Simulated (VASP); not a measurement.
# Na2S (Fm-3m) in VASP: a series of runs

Runs on Na2S. Level: PBE. Tasks: single point.

All numbers are computed with VASP 6.6.1; they aren't measurements. Logs are shortened: lines on timing, memory, paths and dates and some standing lists are left out, and cuts for length are marked.

## 1. The cell of the first run

Symmetry: Fm-3m, No. 225, cubic system. The conventional cell has a = 6.365 Å, b = 6.365 Å, c = 6.365 Å, α = 90.00°, β = 90.00°, γ = 90.00°. Within 3.6 Å of Na (site symmetry -43m) lie 4 S at 2.76 Å and 6 Na at 3.18 Å. S (site symmetry m-3m) has 8 Na at 2.76 Å within 3.6 Å.

## 2. Single point, PBE (21.49 Å³/atom)

Input file INCAR:

```
SYSTEM = Na2S
PREC     = Accurate       ! precision mode
ENCUT    = 500            ! plane-wave cutoff, eV
EDIFF    = 1E-6           ! SCF threshold, eV
ISMEAR   = 0              ! smearing method
SIGMA    = 0.02           ! smearing width, eV
LREAL    = .False.        ! projectors in reciprocal space
LASPH    = .True.         ! aspherical terms in the spheres
NELM     = 120            ! most SCF steps
ALGO     = Normal         ! electronic algorithm
ISIF     = 2              ! what is computed and relaxed
LWAVE    = .False.        ! write WAVECAR
LCHARG   = .False.        ! write CHGCAR
GGA      = PE             ! functional
NBANDS   = 17             ! bands
GGA_COMPAT= .False.
```

Input file KPOINTS:

```
regular mesh
0
Gamma
  8 8 8
  0 0 0
```

Input file POSCAR:

```
Na2S
1.0
    0.0000000000      3.1823727395      3.1823727395
    3.1823727395      0.0000000000      3.1823727395
    3.1823727395      3.1823727395      0.0000000000
Na S
2 1
Direct
    0.2500000000      0.2500000000      0.2500000000
    0.7500000000      0.7500000000      0.7500000000
    0.0000000000      0.0000000000      0.0000000000
```

Potentials or basis: VASP PAW PBE potentials, release 64 (Na_pv, S).

Launch:

```bash
$ cat potpaw_PBE.64/Na_pv/POTCAR potpaw_PBE.64/S/POTCAR > POTCAR
$ mpirun -np 1 vasp_std > vasp.out
```

OUTCAR:

```text
SYSTEM = Na2S
   PREC = Accurate
   ENCUT = 500
   EDIFF = 1E-6
   ISMEAR = 0
   LREAL = .False.
   LASPH = .True.
   NELM = 120
   ISIF = 2
   GGA = PE

 ion  position               nearest neighbor table
   1  0.250  0.250  0.250-   3 2.76   3 2.76   3 2.76   3 2.76
   2  0.750  0.750  0.750-   3 2.76   3 2.76   3 2.76   3 2.76
   3  0.000  0.000  0.000-   2 2.76   2 2.76   2 2.76   1 2.76   2 2.76   1 2.76   1 2.76   1 2.76

  LATTYP: Found a face centered cubic cell.
 ALAT       =     6.3647454790

  Lattice vectors:

 A1 = (   0.0000000000,   3.1823727395,   3.1823727395)
 A2 = (   3.1823727395,   0.0000000000,   3.1823727395)
 A3 = (   3.1823727395,   3.1823727395,   0.0000000000)

Analysis of symmetry for initial positions (statically):
=====================================================================
 Subroutine PRICEL returns:
 Original cell was already a primitive cell.

 Routine SETGRP: Setting up the symmetry group for a
 face centered cubic supercell.

 Subroutine GETGRP returns: Found 48 space group operations
 (whereof 48 operations were pure point group operations)
 out of a pool of 48 trial point group operations.

The static configuration has the point symmetry O_h .

Analysis of symmetry for dynamics (positions and initial velocities):
=====================================================================
 Subroutine PRICEL returns:
 Original cell was already a primitive cell.

 Routine SETGRP: Setting up the symmetry group for a
 face centered cubic supercell.

 Subroutine GETGRP returns: Found 48 space group operations
 (whereof 48 operations were pure point group operations)
 out of a pool of 48 trial point group operations.

The dynamic configuration has the point symmetry O_h .

 Subroutine INISYM returns: Found 48 space group operations
 (whereof 48 operations are pure point group operations),
 and found     1 'primitive' translations

----------------------------------------------------------------------------------------

                                     Primitive cell

  volume of cell :      64.4589

  direct lattice vectors                    reciprocal lattice vectors
     0.000000000  3.182372739  3.182372739    -0.157115474  0.157115474  0.157115474
     3.182372739  0.000000000  3.182372739     0.157115474 -0.157115474  0.157115474
     3.182372739  3.182372739  0.000000000     0.157115474  0.157115474 -0.157115474

  length of vectors
     4.500554689  4.500554689  4.500554689     0.272131983  0.272131983  0.272131983

  position of ions in fractional coordinates (direct lattice)
     0.250000000  0.250000000  0.250000000
     0.750000000  0.750000000  0.750000000
     0.000000000  0.000000000  0.000000000

  ion indices of the primitive-cell ions
   primitive index   ion index
                 1           1
                 2           2
                 3           3

----------------------------------------------------------------------------------------

 KPOINTS: regular mesh

Automatic generation of k-mesh.
 Grid dimensions read from file:
 generate k-points for:    8    8    8

 Generating k-lattice:

  Cartesian coordinates                     Fractional coordinates (reciprocal lattice)
    -0.019639434  0.019639434  0.019639434     0.125000000  0.000000000  0.000000000
     0.019639434 -0.019639434  0.019639434     0.000000000  0.125000000  0.000000000
     0.019639434  0.019639434 -0.019639434     0.000000000  0.000000000  0.125000000

  Length of vectors
     0.034016498  0.034016498  0.034016498

  Shift w.r.t. Gamma in fractional coordinates (k-lattice)
     0.000000000  0.000000000  0.000000000

 Subroutine IBZKPT returns following result:
 ===========================================

 Found     29 irreducible k-points:

 Following reciprocal coordinates:
            Coordinates               Weight
  0.000000  0.000000  0.000000      1.000000
  0.125000  0.000000  0.000000      8.000000
  0.250000  0.000000  0.000000      8.000000
  0.375000  0.000000  0.000000      8.000000
  0.500000  0.000000  0.000000      4.000000
  0.125000  0.125000  0.000000      6.000000
[... 16 lines left out ...]
  0.500000  0.250000  0.125000     48.000000
 -0.375000  0.250000  0.125000     24.000000
 [... further k-points ...]
   k-points           NKPTS =     29   k-points in BZ     NKDIM =     29   number of bands    NBANDS=     17
   number of dos      NEDOS =    301   number of ions     NIONS =      3
   total plane-waves  NPLWV =  46656
   dimension x,y,z NGX =    36 NGY =   36 NGZ =   36
   dimension x,y,z NGXF=    72 NGYF=   72 NGZF=   72
   ions per type =               2   1
   NGX,Y,Z   is equivalent  to a cutoff of  13.30, 13.30, 13.30 a.u.
   NGXF,Y,Z  is equivalent  to a cutoff of  26.60, 26.60, 26.60 a.u.
 SYSTEM =  Na2S
   PREC   = accura    normal or accurate (medium, high low for compatibility)
   ISTART =      0    job   : 0-new  1-cont  2-samecut
   ICHARG =      2    charge: 1-file 2-atom 10-const
   ISPIN  =      1    spin polarized calculation?
   LNONCOLLINEAR =      F non collinear calculations
   LSORBIT =      F    spin-orbit coupling
   LASPH  =      T    aspherical Exc in radial PAW
   ENCUT  =  500.0 eV  36.75 Ry    6.06 a.u.   8.21  8.21  8.21*2*pi/ulx,y,z
   NELM   =    120;   NELMIN=  2; NELMDL= -5     # of ELM steps
   EDIFF  = 0.1E-05   stopping-criterion for ELM
   LREAL  =      F    real-space projection
   EDIFFG = 0.1E-04   stopping-criterion for IOM
   NSW    =      0    number of steps for IOM
   IBRION =     -1    ionic relax: 0-MD 1-quasi-New 2-CG
   NFREE  =      0    steps in history (QN), initial steepest desc. (CG)
   ISIF   =      2    stress and relaxation
   ISYM   =      2    0-nonsym 1-usesym 2-fastsym
   POTIM  = 0.5000    time-step for ionic-motion
   TEBEG  =    0.0;   TEEND  =   0.0 temperature during run
   PSTRESS=    0.0 pullay stress
   NELECT =      20.0000    total number of electrons
   NUPDOWN=      -1.0000    fix difference up-down
   EMIN   =  10.00;   EMAX   =-10.00  energy-range for DOS
   EFERMI =   0.00;   METHOD = LEGACY
   ISMEAR =     0;   SIGMA  =   0.02  broadening in eV -4-tet -1-fermi 0-gaus
   EFERMI_NEDOS =   21; number of points for ismear=-14 and -15
   IALGO  =     38    algorithm
   IMIX   =      4    mixing-type and parameters
     AMIX     =   0.40;   BMIX     =  1.00
     AMIX_MAG =   1.60;   BMIX_MAG =  1.00
  volume/ion in A,a.u.               =      21.49       145.00
  Fermi-wavevector in a.u.,A,eV,Ry     =   1.108299  2.094382 16.712413  1.228328
  Thomas-Fermi vector in A             =   2.244825
   LORBIT       =      0    0 simple, 1 ext, 2 COOP (PROOUT), +10 PAW based schemes
   GGA     = PE    functional components
   LHFCALC =     F    Hartree Fock is set to
   AEXX    =    0.0000 exact exchange contribution
   IVDW    =     0    specifies the selected vdW correction
   LEPSILON=     F    determine dielectric tensor
   LRPA    =     F    only Hartree local field effects (RPA)
 non-spin polarized calculation
 Gauss-broadening in eV      SIGMA  =   0.02
  energy-cutoff  :      500.00
  volume of cell :       64.46
 maximum number of plane-waves:      1660
 NGX is ok and might be reduce to    36
   NGX = 17   NGY = 17   NGZ = 17

 number of electron      20.0000006 magnetization

 Free energy of the ion-electron system (eV)
  ---------------------------------------------------
  ext. energy  EPLUGINS =         0.00000000
  ---------------------------------------------------
  free energy    TOTEN  =        -9.91469064 eV

  energy without entropy =       -9.91469064  energy(sigma->0) =       -9.91469064

 E-fermi :   0.6840     XC(G=0):  -8.1347

 val. band max:        0.5559426710   @ k =   0.0000   0.0000   0.0000
 cond. band min:       3.3226144002   @ k =   0.0000   0.0000   0.0000
 fundamental gap:      2.7666717292
 Fermi energy:         0.6840020552

 k-point     1 :       0.0000    0.0000    0.0000
  band No.  band energies     occupation
      1     -21.5213      2.00000
      2     -21.5213      2.00000
      3     -21.5213      2.00000
      4     -21.4519      2.00000
      5     -21.4519      2.00000
      6     -21.4519      2.00000
[... 9 lines left out ...]
     16      10.0998      0.00000
     17      12.2378      0.00000

 k-point     2 :       0.1250    0.0000    0.0000
  band No.  band energies     occupation
      1     -21.5197      2.00000
      2     -21.5189      2.00000
      3     -21.5189      2.00000
      4     -21.4562      2.00000
      5     -21.4547      2.00000
      6     -21.4547      2.00000
[... 9 lines left out ...]
     16       9.7367      0.00000
     17      11.7882      0.00000

 k-point     3 :       0.2500    0.0000    0.0000
  band No.  band energies     occupation
      1     -21.5151      2.00000
      2     -21.5118      2.00000
      3     -21.5118      2.00000
      4     -21.4674      2.00000
      5     -21.4627      2.00000
      6     -21.4627      2.00000
[... 9 lines left out ...]
     16       9.9775      0.00000
     17      11.3344      0.00000

 k-point     4 :       0.3750    0.0000    0.0000
  band No.  band energies     occupation
      1     -21.5076      2.00000
      2     -21.5011      2.00000
      3     -21.5011      2.00000
      4     -21.4815      2.00000
      5     -21.4744      2.00000
      6     -21.4744      2.00000
[... 9 lines left out ...]
     16      11.0599      0.00000
     17      11.6559      0.00000
[... 343 lines left out ...]
      1     -21.5319      2.00000
      2     -21.5158      2.00000
      3     -21.5031      2.00000
      4     -21.4793      2.00000
      5     -21.4617      2.00000
      6     -21.4457      2.00000
[... 9 lines left out ...]
     16      11.4873      0.00000
     17      12.6885      0.00000

 k-point    23 :       0.5000    0.2500    0.1250
  band No.  band energies     occupation
      1     -21.5350      2.00000
      2     -21.5191      2.00000
      3     -21.5042      2.00000
      4     -21.4751      2.00000
      5     -21.4645      2.00000
      6     -21.4461      2.00000
[... 9 lines left out ...]
     16      12.1704      0.00000
     17      12.8443      0.00000

 k-point    24 :      -0.3750    0.2500    0.1250
  band No.  band energies     occupation
      1     -21.5339      2.00000
      2     -21.5271      2.00000
      3     -21.4902      2.00000
      4     -21.4899      2.00000
      5     -21.4535      2.00000
      6     -21.4521      2.00000
[... 9 lines left out ...]
     16      11.6374      0.00000
     17      12.9158      0.00000

 [... further k-points ...]

------------------------ aborting loop because EDIFF is reached ----------------------------------------

  FORCE on cell =-STRESS in cart. coord.  units (eV):
  Direction    XX          YY          ZZ          XY          YZ          ZX
  --------------------------------------------------------------------------------------
  -------------------------------------------------------------------------------------
  Total        1.3125026      1.3125026      1.3125026      0.0000000      0.0000000      0.0000000
  in kB       32.6232802     32.6232802     32.6232802      0.0000000      0.0000000      0.0000000
  external PRESSURE =      32.6232802 kB  Pullay stress =       0.0000000 kB

 VOLUME and BASIS-vectors are now :
 -----------------------------------------------------------------------------
  energy-cutoff  :      500.00
  volume of cell :       64.46
      direct lattice vectors                 reciprocal lattice vectors
     0.000000000  3.182372739  3.182372739    -0.157115474  0.157115474  0.157115474
     3.182372739  0.000000000  3.182372739     0.157115474 -0.157115474  0.157115474
     3.182372739  3.182372739  0.000000000     0.157115474  0.157115474 -0.157115474

 POSITION                                       TOTAL-FORCE (eV/Angst)
 -----------------------------------------------------------------------------------
      1.59119      1.59119      1.59119        -0.000000     -0.000000      0.000000
      4.77356      4.77356      4.77356         0.000000      0.000000     -0.000000
      0.00000      0.00000      0.00000         0.000000     -0.000000      0.000000
 -----------------------------------------------------------------------------------
    total drift:                                0.000000      0.000000      0.000000

  FREE ENERGIE OF THE ION-ELECTRON SYSTEM (eV)
  ---------------------------------------------------
  free  energy   TOTEN  =        -9.9146906415 eV

  energy  without entropy=       -9.9146906415  energy(sigma->0) =       -9.91469064
```

It took 42 s on 1 thread of Intel Xeon 8259CL, shared host; peak memory 0.2 GiB.

What came out:

| Property | Result |
| --- | --- |
| Free energy | -9.9147 eV |
| Pressure | 3.3 GPa |
| Band gap on the k mesh | 2.77 eV |

Caveat: the cell stands under pressure.

[end of part 1 of 2]
